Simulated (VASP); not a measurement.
# HfCo (Pm-3m) in VASP: elastic constants with LDA

Aim: the elastic constants of HfCo with LDA.

Program: VASP 6.6.1. These are calculated values, not measurements. Logs are shortened: lines on timing, memory, paths and dates and some standing lists are left out, and cuts for length are marked.

**1. The cell of the first run**

It takes space group Pm-3m (No. 221, cubic). Conventional cell: a = 2.971 Å, b = 2.971 Å, c = 2.971 Å, α = 90.00°, β = 90.00°, γ = 90.00°. Hf (site symmetry m-3m) has 8 Co at 2.57 Å and 6 Hf at 2.97 Å within 3.4 Å. Within 3.4 Å of Co (site symmetry m-3m) lie 8 Hf at 2.57 Å and 6 Co at 2.97 Å.

**2. Elastic constants, LDA**

INCAR

```
SYSTEM = HfCo
PREC = Accurate
ENCUT = 600
EDIFF = 1E-8
ISMEAR = -1
SIGMA = 0.15
LREAL = .False.
LASPH = .True.
NELM = 80
ALGO = Normal
ISIF = 3
LWAVE = .False.
LCHARG = .False.
NBANDS = 16
IBRION = 6
NFREE = 2
POTIM = 0.015
NSW = 1
```

KPOINTS

```
Automatic mesh
0
Gamma
  14 14 14
  0 0 0
```

POSCAR

```
HfCo
1.0
    2.9710678257      0.0000000000      0.0000000000
    0.0000000000      2.9710678257      0.0000000000
    0.0000000000      0.0000000000      2.9710678257
Hf Co
1 1
Direct
    0.5000000000      0.5000000000      0.5000000000
    0.0000000000      0.0000000000      0.0000000000
```

Potentials or basis: VASP PAW LDA potentials, release 64 (Hf_pv, Co).

Command:

```sh
$ cat potpaw_LDA.64/Hf_pv/POTCAR potpaw_LDA.64/Co/POTCAR > POTCAR
$ mpirun -np 1 vasp_std > vasp.out
```

OUTCAR:

```text
SYSTEM = HfCo
   PREC = Accurate
   ENCUT = 600
   EDIFF = 1E-8
   ISMEAR = -1
   LREAL = .False.
   LASPH = .True.
   NELM = 80
   ISIF = 3
   IBRION = 6
   NFREE = 2
   POTIM = 0.015
   NSW = 1

 ion  position               nearest neighbor table
   1  0.500  0.500  0.500-   2 2.57   2 2.57   2 2.57   2 2.57   2 2.57   2 2.57   2 2.57   2 2.57

   2  0.000  0.000  0.000-   1 2.57   1 2.57   1 2.57   1 2.57   1 2.57   1 2.57   1 2.57   1 2.57

  LATTYP: Found a simple cubic cell.
 ALAT       =     2.9710678257

  Lattice vectors:

 A1 = (   2.9710678257,   0.0000000000,   0.0000000000)
 A2 = (   0.0000000000,   2.9710678257,   0.0000000000)
 A3 = (   0.0000000000,   0.0000000000,   2.9710678257)

Analysis of symmetry for initial positions (statically):
=====================================================================
 Subroutine PRICEL returns:
 Original cell was already a primitive cell.

 Routine SETGRP: Setting up the symmetry group for a
 simple cubic supercell.

 Subroutine GETGRP returns: Found 48 space group operations
 (whereof 48 operations were pure point group operations)
 out of a pool of 48 trial point group operations.

The static configuration has the point symmetry O_h .

Analysis of symmetry for dynamics (positions and initial velocities):
=====================================================================
 Subroutine PRICEL returns:
 Original cell was already a primitive cell.

 Routine SETGRP: Setting up the symmetry group for a
 simple cubic supercell.

 Subroutine GETGRP returns: Found 48 space group operations
 (whereof 48 operations were pure point group operations)
 out of a pool of 48 trial point group operations.

The dynamic configuration has the point symmetry O_h .

 Subroutine INISYM returns: Found 48 space group operations
 (whereof 48 operations are pure point group operations),
 and found     1 'primitive' translations

[... 347 lines left out ...]
      4       0.0960      2.00000
      5       4.1400      2.00000
      6       4.1413      2.00000
[... 433 lines left out ...]
      3     -20.7159      2.00000
      4       3.4056      2.00000
      5       5.0032      2.00000
      6       6.2478      2.00000
[... 8 lines left out ...]
     15      16.8789      0.00000
     16      21.1361      0.00000

 [... further k-points ...]

------------------------ aborting loop because EDIFF is reached ----------------------------------------

  FORCE on cell =-STRESS in cart. coord.  units (eV):
  Direction    XX          YY          ZZ          XY          YZ          ZX
  --------------------------------------------------------------------------------------
  -------------------------------------------------------------------------------------
  Total        3.9664307      3.9690826      3.9690826      0.0000000      0.0000000      0.0000000
  in kB      242.3107894    242.4727974    242.4727974      0.0000000      0.0000000      0.0000000
  external PRESSURE =     242.4187947 kB  Pullay stress =       0.0000000 kB
[... 17 lines left out ...]
  FREE ENERGIE OF THE ION-ELECTRON SYSTEM (eV)
  ---------------------------------------------------
  free  energy   TOTEN  =       -19.5995158929 eV

  energy  without entropy=      -19.4649344957  energy(sigma->0) =      -19.53222519

 INTERNAL STRAIN TENSORS FROM STRAINED CELLS
 ============================================

 INTERNAL STRAIN TENSOR FOR ION    1 for displacements in x,y,z  (eV/Angst):
          X           Y           Z          XY          YZ          ZX
  --------------------------------------------------------------------------------
  x     0.00000     0.00000     0.00000     0.00000     0.00000     0.00000
  y     0.00000     0.00000     0.00000     0.00000     0.00000     0.00000
  z     0.00000     0.00000     0.00000     0.00000     0.00000     0.00000

 INTERNAL STRAIN TENSORS FROM DISPLACED ATOMS
 ============================================

 INTERNAL STRAIN TENSOR FOR ION    1 for displacements in x,y,z  (eV/Angst):
          X           Y           Z          XY          YZ          ZX
  --------------------------------------------------------------------------------
  x     0.00000     0.00000     0.00000     0.00000     0.00000     0.00000
  y     0.00000     0.00000     0.00000     0.00000     0.00000     0.00000
  z     0.00000     0.00000     0.00000     0.00000     0.00000     0.00000

 INTERNAL STRAIN TENSOR FOR ION    2 for displacements in x,y,z  (eV/Angst):
          X           Y           Z          XY          YZ          ZX
  --------------------------------------------------------------------------------
  x     0.00000     0.00000     0.00000     0.00000     0.00000     0.00000
  y     0.00000     0.00000     0.00000     0.00000     0.00000     0.00000
  z     0.00000     0.00000     0.00000     0.00000     0.00000     0.00000

 Eigenvectors and eigenvalues of the dynamical matrix
 ----------------------------------------------------

   1 f  =    6.545301 THz    41.125339 2PiTHz  218.327742 cm-1    27.069178 meV
             X         Y         Z           dx          dy          dz
      1.485534  1.485534  1.485534     0.498233   -0.000000   -0.000000
      0.000000  0.000000  0.000000    -0.867043   -0.000000    0.000000
[... 21 lines left out ...]
   6 f/i=    0.000130 THz     0.000815 2PiTHz    0.004325 cm-1     0.000536 meV
             X         Y         Z           dx          dy          dz
      1.485534  1.485534  1.485534    -0.000000    0.000000   -0.867043
      0.000000  0.000000  0.000000     0.000000    0.000000   -0.498233

--------------------------------------------------------------------------------------------------------

 ELASTIC MODULI CONTR FROM IONIC RELAXATION (kBar)
 Direction    XX          YY          ZZ          XY          YZ          ZX
 --------------------------------------------------------------------------------
 XX           0.0000      0.0000      0.0000      0.0000      0.0000      0.0000
 YY           0.0000      0.0000      0.0000      0.0000      0.0000      0.0000
 ZZ           0.0000      0.0000      0.0000      0.0000      0.0000      0.0000
 XY           0.0000      0.0000      0.0000      0.0000      0.0000      0.0000
 YZ           0.0000      0.0000      0.0000      0.0000      0.0000      0.0000
 ZX           0.0000      0.0000      0.0000      0.0000      0.0000      0.0000
 --------------------------------------------------------------------------------

 TOTAL ELASTIC MODULI (kBar)
 Direction    XX          YY          ZZ          XY          YZ          ZX
 --------------------------------------------------------------------------------
 XX        3273.0176   2268.0000   2268.0000      0.0000     -0.0000     -0.0000
 YY        2268.0000   3273.0176   2268.0000      0.0000      0.0000      0.0000
 ZZ        2268.0000   2268.0000   3273.0176     -0.0000      0.0000     -0.0000
 XY           0.0000      0.0000     -0.0000    697.9514      0.0000      0.0000
 YZ          -0.0000      0.0000      0.0000      0.0000    697.9514      0.0000
 ZX          -0.0000      0.0000     -0.0000      0.0000      0.0000    697.9514
 --------------------------------------------------------------------------------
```

stdout:

```text
POSCAR found type information on POSCAR HfCo
 POSCAR found :  2 types and       2 ions
 scaLAPACK will be used
 LDA part: xc-table for (Slater(with rela. corr.)+CA(PZ))
 , standard interpolation
 POSCAR, INCAR and KPOINTS ok, starting setup
 FFT: planning ... GRIDC
 FFT: planning ... GRID_SOFT
 FFT: planning ... GRID
 WAVECAR not read
 entering main loop
 Found     2 degrees of freedom:
 Adding 6 more for cell shape distortion
 Finite differences POTIM= 0.01500 DOF=   8
 bond charge predicted
 Finite differences progress:
 bond charge predicted
 Finite differences progress:
 bond charge predicted
 Finite differences progress:
 bond charge predicted
 Finite differences progress:
 bond charge predicted
 Finite differences progress:
 bond charge predicted
 Finite differences progress:
 bond charge predicted
 Finite differences progress:
 bond charge predicted
 Finite differences progress:
 bond charge predicted
 Finite differences progress:
 bond charge predicted
 Finite differences progress:
 bond charge predicted
 Finite differences progress:
 bond charge predicted
 Finite differences progress:
 bond charge predicted
 Finite differences progress:
 bond charge predicted
 Finite differences progress:
 bond charge predicted
 Finite differences progress:
 bond charge predicted
 Finite differences progress:
```

It took 30 min on 1 thread of Intel Xeon 8259CL, shared host; peak memory 0.77 GiB.

What came out:

```yaml
Elastic_constants_C11_C12_C44: 327, 227, 70 GPa
Voigt_bulk_modulus: 260 GPa
Highest_phonon_frequency_at_Γ: 218 cm⁻¹
```

Phonon frequencies in cm⁻¹ (negative: imaginary):
```tsv
q point	frequencies
(0.000, 0.000, 0.000)	0 0 0 218 218 218
```

Elastic tensor in Voigt notation (GPa, in the Cartesian axes of the cell as first typed):
```
327 227 227   0   0   0
227 327 227   0   0   0
227 227 327   0   0   0
  0   0   0  70   0   0
  0   0   0   0  70   0
  0   0   0   0   0  70
```

Clamped-ion elastic tensor (GPa):
```
327 227 227   0   0   0
227 327 227   0   0   0
227 227 327   0   0   0
  0   0   0  70   0   0
  0   0   0   0  70   0
  0   0   0   0   0  70
```

Caveat: the cell is under stress, which shifts elastic constants; spin-orbit coupling is left out, which moves the levels of the heavy elements; the run has no spin polarisation, though such a crystal can be magnetic. Spin polarisation is off, so any magnetic state and its effect on volume and gap are missing.
